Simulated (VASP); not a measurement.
# BeS (Fm-3m) in VASP: G0W0 quasiparticle levels with PBE

Aim: the G0W0 quasiparticle levels of BeS with PBE.

Everything below comes from runs of VASP 6.6.1. Logs are shortened: lines on timing, memory, paths and dates and some standing lists are left out, and cuts for length are marked.

## Step 1: The cell of the first run

Symmetry: Fm-3m, No. 225, cubic system. The conventional cell has a = 4.635 Å, b = 4.635 Å, c = 4.635 Å, α = 90.00°, β = 90.00°, γ = 90.00°. Be (site symmetry m-3m) has 6 S at 2.32 Å within 3.1 Å. Within 3.1 Å of S (site symmetry m-3m) lie 6 Be at 2.32 Å.

## Step 2: G0W0 quasiparticle levels, PBE

Input file POSCAR:

```
BeS
1.0
    0.0000000000      2.3172972025      2.3172972025
    2.3172972025      0.0000000000      2.3172972025
    2.3172972025      2.3172972025      0.0000000000
Be S
1 1
Direct
    0.0000000000      0.0000000000      0.0000000000
    0.5000000000      0.5000000000      0.5000000000
```

Input file INCAR.step1:

```
SYSTEM = BeS
PREC = Accurate
ENCUT = 500
EDIFF = 1E-8
ISMEAR = 0
SIGMA = 0.01
LREAL = .FALSE.
LASPH = .TRUE.
NELM = 60
ALGO = Normal
LWAVE = .TRUE.
LCHARG = .FALSE.
GGA = PE
```

Input file INCAR.step2:

```
SYSTEM = BeS
PREC = Accurate
ENCUT = 500
EDIFF = 1E-8
ISMEAR = 0
SIGMA = 0.01
LREAL = .FALSE.
LASPH = .TRUE.
NELM = 1
ALGO = Exact
LWAVE = .TRUE.
LCHARG = .FALSE.
GGA = PE
NBANDS = 44
LOPTICS = .TRUE.
ISTART = 1
```

Input file INCAR.step3:

```
SYSTEM = BeS
PREC = Accurate
ENCUT = 500
EDIFF = 1E-8
ISMEAR = 0
SIGMA = 0.01
LREAL = .FALSE.
LASPH = .TRUE.
ALGO = EVGW0
LWAVE = .FALSE.
LCHARG = .FALSE.
GGA = PE
NELMGW = 1
NBANDS = 44
ENCUTGW = 80.0
NOMEGA = 48
PRECFOCK = Fast
ISTART = 1
NBANDSGW = 12
```

Input file KPOINTS:

```
Automatic mesh
0
G
  6 6 6
  0 0 0
```

Potentials or basis: VASP PAW PBE potentials, release 64 (Be_GW, S_GW).

Run with:

```
$ cat potpaw_PBE.64/Be_GW/POTCAR potpaw_PBE.64/S_GW/POTCAR > POTCAR
$ cp INCAR.step1 INCAR
$ mpirun -np 1 vasp_std > vasp.out
$ cp INCAR.step2 INCAR
$ mpirun -np 1 vasp_std > vasp.out
$ cp INCAR.step3 INCAR
$ mpirun -np 1 vasp_std > vasp.out
```

OUTCAR:

```text
SYSTEM = BeS
   PREC = Accurate
   ENCUT = 500
   EDIFF = 1E-8
   ISMEAR = 0
   LREAL = .FALSE.
   LASPH = .TRUE.
   GGA = PE
   NELMGW = 1
   ENCUTGW = 80.0
   PRECFOCK = Fast
   ISTART = 1

 ion  position               nearest neighbor table
   1  0.000  0.000  0.000-   2 2.32   2 2.32   2 2.32   2 2.32   2 2.32   2 2.32
   2  0.500  0.500  0.500-   1 2.32   1 2.32   1 2.32   1 2.32   1 2.32   1 2.32

  LATTYP: Found a face centered cubic cell.
 ALAT       =     4.6345944050

  Lattice vectors:

 A1 = (   0.0000000000,   2.3172972025,   2.3172972025)
 A2 = (   2.3172972025,   0.0000000000,   2.3172972025)
 A3 = (   2.3172972025,   2.3172972025,   0.0000000000)

Analysis of symmetry for initial positions (statically):
=====================================================================
 Subroutine PRICEL returns:
 Original cell was already a primitive cell.

 Routine SETGRP: Setting up the symmetry group for a
 face centered cubic supercell.

 Subroutine GETGRP returns: Found 48 space group operations
 (whereof 48 operations were pure point group operations)
 out of a pool of 48 trial point group operations.

The static configuration has the point symmetry O_h .

Analysis of symmetry for dynamics (positions and initial velocities):
=====================================================================
 Subroutine PRICEL returns:
 Original cell was already a primitive cell.

 Routine SETGRP: Setting up the symmetry group for a
 face centered cubic supercell.

 Subroutine GETGRP returns: Found 48 space group operations
 (whereof 48 operations were pure point group operations)
 out of a pool of 48 trial point group operations.

The dynamic configuration has the point symmetry O_h .

 Subroutine INISYM returns: Found 48 space group operations
 (whereof 48 operations are pure point group operations),
 and found     1 'primitive' translations

----------------------------------------------------------------------------------------

                                     Primitive cell

  volume of cell :      24.8872

  direct lattice vectors                    reciprocal lattice vectors
     0.000000000  2.317297202  2.317297202    -0.215768612  0.215768612  0.215768612
     2.317297202  0.000000000  2.317297202     0.215768612 -0.215768612  0.215768612
     2.317297202  2.317297202  0.000000000     0.215768612  0.215768612 -0.215768612

  length of vectors
     3.277153132  3.277153132  3.277153132     0.373722198  0.373722198  0.373722198

  position of ions in fractional coordinates (direct lattice)
     0.000000000  0.000000000  0.000000000
     0.500000000  0.500000000  0.500000000

  ion indices of the primitive-cell ions
   primitive index   ion index
                 1           1
                 2           2

----------------------------------------------------------------------------------------

 KPOINTS: Automatic mesh

Automatic generation of k-mesh.
 Grid dimensions read from file:
 generate k-points for:    6    6    6

 Generating k-lattice:

  Cartesian coordinates                     Fractional coordinates (reciprocal lattice)
    -0.035961435  0.035961435  0.035961435     0.166666667  0.000000000  0.000000000
     0.035961435 -0.035961435  0.035961435     0.000000000  0.166666667  0.000000000
     0.035961435  0.035961435 -0.035961435     0.000000000  0.000000000  0.166666667

  Length of vectors
     0.062287033  0.062287033  0.062287033

  Shift w.r.t. Gamma in fractional coordinates (k-lattice)
     0.000000000  0.000000000  0.000000000

 Subroutine IBZKPT returns following result:
 ===========================================

 Found     16 irreducible k-points:

 Following reciprocal coordinates:
            Coordinates               Weight
  0.000000  0.000000  0.000000      1.000000
  0.166667  0.000000  0.000000      8.000000
  0.333333  0.000000  0.000000      8.000000
  0.500000  0.000000  0.000000      4.000000
  0.166667  0.166667  0.000000      6.000000
  0.333333  0.166667  0.000000     24.000000
[... 8 lines left out ...]
 -0.333333  0.333333  0.166667     24.000000
 -0.333333  0.500000  0.166667     12.000000
   k-points           NKPTS =     16   k-points in BZ     NKDIM =    216   number of bands    NBANDS=     44
   number of dos      NEDOS =    301   number of ions     NIONS =      2
   total plane-waves  NPLWV =  13824
   dimension x,y,z NGX =    24 NGY =   24 NGZ =   24
   dimension x,y,z NGXF=    48 NGYF=   48 NGZF=   48
   ions per type =               1   1
   NGX,Y,Z   is equivalent  to a cutoff of  12.17, 12.17, 12.17 a.u.
   NGXF,Y,Z  is equivalent  to a cutoff of  24.35, 24.35, 24.35 a.u.
 SYSTEM =  BeS
   PREC   = accura    normal or accurate (medium, high low for compatibility)
   ISTART =      1    job   : 0-new  1-cont  2-samecut
   ICHARG =      0    charge: 1-file 2-atom 10-const
   ISPIN  =      1    spin polarized calculation?
   LNONCOLLINEAR =      F non collinear calculations
   LSORBIT =      F    spin-orbit coupling
   LASPH  =      T    aspherical Exc in radial PAW
   ENCUT  =  500.0 eV  36.75 Ry    6.06 a.u.   5.98  5.98  5.98*2*pi/ulx,y,z
   NELM   =     60;   NELMIN=  2; NELMDL=  0     # of ELM steps
   EDIFF  = 0.1E-07   stopping-criterion for ELM
   LREAL  =      F    real-space projection
   EDIFFG = 0.1E-06   stopping-criterion for IOM
   NSW    =      0    number of steps for IOM
   IBRION =     -1    ionic relax: 0-MD 1-quasi-New 2-CG
   NFREE  =      0    steps in history (QN), initial steepest desc. (CG)
   ISIF   =      0    stress and relaxation
   ISYM   =      3    0-nonsym 1-usesym 2-fastsym
   POTIM  = 0.5000    time-step for ionic-motion
   TEBEG  =    0.0;   TEEND  =   0.0 temperature during run
   PSTRESS=    0.0 pullay stress
   NELECT =       8.0000    total number of electrons
   NUPDOWN=      -1.0000    fix difference up-down
   EMIN   =  10.00;   EMAX   =-10.00  energy-range for DOS
   EFERMI =   0.00;   METHOD = LEGACY
   ISMEAR =     0;   SIGMA  =   0.01  broadening in eV -4-tet -1-fermi 0-gaus
   EFERMI_NEDOS =   21; number of points for ismear=-14 and -15
   IALGO  =     38    algorithm
   IMIX   =      4    mixing-type and parameters
     AMIX     =   0.40;   BMIX     =  1.00
     AMIX_MAG =   1.60;   BMIX_MAG =  1.00
  volume/ion in A,a.u.               =      12.44        83.97
  Fermi-wavevector in a.u.,A,eV,Ry     =   1.121450  2.119232 17.111356  1.257649
  Thomas-Fermi vector in A             =   2.258103
   LORBIT       =      0    0 simple, 1 ext, 2 COOP (PROOUT), +10 PAW based schemes
   GGA     = PE    functional components
   LHFCALC =     T    Hartree Fock is set to
   PRECFOCK=fast      Normal, Fast or Accurate (Low or Medium for compatibility)
   ENCUT4O =  -1.0   cutoff for four orbital integrals eV
   NKREDX  =     1    reduce k-point grid by
   NKREDY  =     1    reduce k-point grid by
   NKREDZ  =     1    reduce k-point grid by
   AEXX    =    1.0000 exact exchange contribution
   HFSCREEN=    0.0000 screening length (either q_TF or 0.3 A-1)
   HFSCREENC=   0.0000 screening length for correlation (either q_TF or 0.3 A-1)
   ENCUTFOCK=  -1.0 apply spherical cutoff to Coloumb kernel
   IVDW    =     0    specifies the selected vdW correction
   LEPSILON=     F    determine dielectric tensor
   LRPA    =     F    only Hartree local field effects (RPA)
   LRPAFORCE           =     F    calculate RPA forces
   ENCUTGW             =  80.0    cutoff for response function in eV
   ENCUTGWSOFT         =  64.0    soft cutoff for Coulomb kernel in GW response function in eV
   ENCUTLF             =  -1.0    cutoff for local field effects
   NELMGW              =     1    number of iterations in solving QP/BSE equation
   NELMHF              =     1    number of iterations in the inner HF iteration
   NKREDLFX            =     1    NKREDLFY  =   1   NKREDLFZ  =   1
 non-spin polarized calculation
 Gauss-broadening in eV      SIGMA  =   0.01
  energy-cutoff  :      500.00
  volume of cell :       24.89
 maximum number of plane-waves:       641
  NGX = 14; NGY = 14; NGZ = 14
   NGX = 11   NGY = 11   NGZ = 11
 maximum number of plane-waves:        51
 NGX is ok and might be reduce to    10

 QP shifts <psi_nk| G(iteration)W_0 |psi_nk>: iteration 1
 for sc-GW calculations column KS-energies equals QP-energies in previous step
 and V_xc(KS)=  KS-energies - (<T + V_ion + V_H > + <T+V_H+V_ion>^1  + <V_x>^1)

 k-point   1 :       0.0000    0.0000    0.0000
  band No.  KS-energies  QP-energies   sigma(KS)   V_xc(KS)     V^pw_x(r,r')   Z            occupation Imag(sigma)

      1      -8.9317      -9.4290     -13.3742     -12.6605     -21.3340       0.6968       2.0000       1.6371
      2       5.8614       5.5876     -13.8470     -13.4927     -15.9374       0.7725       2.0000       0.0911
      3       5.8614       5.5876     -13.8470     -13.4927     -15.9374       0.7725       2.0000       0.0911
      4       5.8614       5.5876     -13.8470     -13.4927     -15.9374       0.7725       2.0000       0.0911
      5      11.4373      12.0358     -10.9414     -11.7176      -6.2628       0.7711       0.0000      -0.1256
      6      14.9105      15.5357     -10.1032     -10.8992      -5.2866       0.7855       0.0000      -0.1651
      7      14.9105      15.5357     -10.1032     -10.8992      -5.2866       0.7855       0.0000      -0.1651
      8      14.9105      15.5357     -10.1032     -10.8992      -5.2866       0.7855       0.0000      -0.1651
      9      15.7423      16.3122      -9.6882     -10.4569      -3.4152       0.7412       0.0000      -0.3927
     10      15.7423      16.3122      -9.6882     -10.4569      -3.4152       0.7412       0.0000      -0.3927
     11      15.7423      16.3122      -9.6882     -10.4569      -3.4152       0.7412       0.0000      -0.3927
     12      18.0853      18.9199     -10.9688     -12.0569      -5.4198       0.7670       0.0000      -0.5093

 k-point   2 :       0.1667    0.0000    0.0000
  band No.  KS-energies  QP-energies   sigma(KS)   V_xc(KS)     V^pw_x(r,r')   Z            occupation Imag(sigma)

      1      -8.5279      -9.0066     -13.4331     -12.7492     -21.2731       0.7000       2.0000       1.5741
      2       3.7247       3.2973     -13.3240     -12.7607     -15.9700       0.7587       2.0000       0.1238
      3       5.7611       5.4818     -13.8288     -13.4674     -15.8964       0.7729       2.0000       0.0891
      4       5.7611       5.4818     -13.8288     -13.4674     -15.8964       0.7729       2.0000       0.0891
      5      11.8116      12.4076     -10.4231     -11.1905      -5.7340       0.7767       0.0000      -0.1267
      6      13.1609      13.8023      -9.9651     -10.8031      -4.8364       0.7653       0.0000      -0.1923
      7      13.1609      13.8023      -9.9651     -10.8031      -4.8364       0.7653       0.0000      -0.1923
      8      14.8253      15.5046     -10.9725     -11.8620      -5.7187       0.7636       0.0000      -0.2271
      9      16.0714      16.7265     -10.1528     -10.9948      -4.9833       0.7780       0.0000      -0.2316
     10      16.0714      16.7265     -10.1528     -10.9948      -4.9833       0.7780       0.0000      -0.2316
     11      16.4836      16.9265      -9.3955      -9.9823      -3.2998       0.7548       0.0000      -0.4068
     12      21.4607      22.2592     -10.7703     -11.8023      -4.1592       0.7737       0.0000      -0.8864
[... 196 lines left out ...]
      1      -5.9300      -6.2069     -14.1822     -13.7995     -21.3781       0.7234       2.0000       1.1749
      2      -0.0235      -0.6535     -12.4065     -11.5438     -16.2863       0.7303       2.0000       0.2953
      3       1.6789       1.1459     -12.7275     -12.0103     -15.9296       0.7431       2.0000       0.1861
      4       3.3351       2.8900     -12.8001     -12.2133     -15.2488       0.7587       2.0000       0.1195
      5      10.6816      11.2465     -11.0729     -11.8063      -6.8866       0.7702       0.0000      -0.1131
      6      11.1406      11.7563      -9.7719     -10.5678      -5.0525       0.7735       0.0000      -0.1313
      7      15.2619      16.0350     -11.0476     -12.0581      -5.7777       0.7650       0.0000      -0.2297
      8      16.3508      17.0749     -10.8621     -11.8075      -5.4470       0.7660       0.0000      -0.2585
      9      18.6114      19.2163      -9.8423     -10.6353      -3.5855       0.7629       0.0000      -0.5247
     10      18.8616      19.4740     -10.0306     -10.8432      -3.3268       0.7538       0.0000      -0.6880
     11      22.9812      23.9641     -10.9810     -12.2922      -4.3019       0.7496       0.0000      -0.7040
     12      26.6350      27.1717     -10.0297     -10.7239      -3.1189       0.7731       0.0000      -1.1692

 k-point  16 :      -0.3333    0.5000    0.1667
  band No.  KS-energies  QP-energies   sigma(KS)   V_xc(KS)     V^pw_x(r,r')   Z            occupation Imag(sigma)

      1      -5.6079      -5.8561     -14.3396     -13.9964     -21.4679       0.7232       2.0000       1.1251
      2       0.0059      -0.5963     -12.3826     -11.5573     -16.2280       0.7296       2.0000       0.2902
      3       1.6679       1.1175     -12.6587     -11.9187     -15.8383       0.7438       2.0000       0.1823
      4       2.3756       1.8603     -12.6297     -11.9421     -15.4387       0.7493       2.0000       0.1502
      5       9.2766       9.7823     -10.5676     -11.2180      -6.5594       0.7775       0.0000      -0.0902
      6      13.0478      13.5734     -10.1065     -10.7731      -5.5028       0.7885       0.0000      -0.1281
      7      13.7700      14.4764     -10.5579     -11.4908      -5.1965       0.7573       0.0000      -0.2348
      8      17.6846      18.5069     -11.2009     -12.2867      -5.3845       0.7573       0.0000      -0.3500
      9      18.5486      19.2693     -10.4041     -11.3723      -3.6896       0.7442       0.0000      -0.6266
     10      20.7031      21.4245      -9.9269     -10.8690      -3.1805       0.7657       0.0000      -0.7837
     11      23.7281      24.8074     -11.5890     -13.0491      -4.7923       0.7392       0.0000      -0.7141
     12      24.7008      25.7180     -11.3393     -12.6641      -4.3191       0.7678       0.0000      -1.1911
```

Run time: 2.2 min. Hardware: 1 thread of Intel Xeon Platinum 8488C (Sapphire Rapids), shared host; peak memory 0.32 GiB.

Results:

```yaml
Quasiparticle_gap: 1.58 eV
Least_direct_quasiparticle_gap: 4.99 eV
Band_gap_of_the_starting_levels_on_the_mesh: 0.97 eV
Least_direct_gap_of_the_starting_levels_on_the_mesh: 4.14 eV
```

Caveat: the k points lie up to 0.39 Å⁻¹ apart; bands, screening cutoff and mesh are small and nothing is extrapolated, so the quasiparticle values aren't converged.
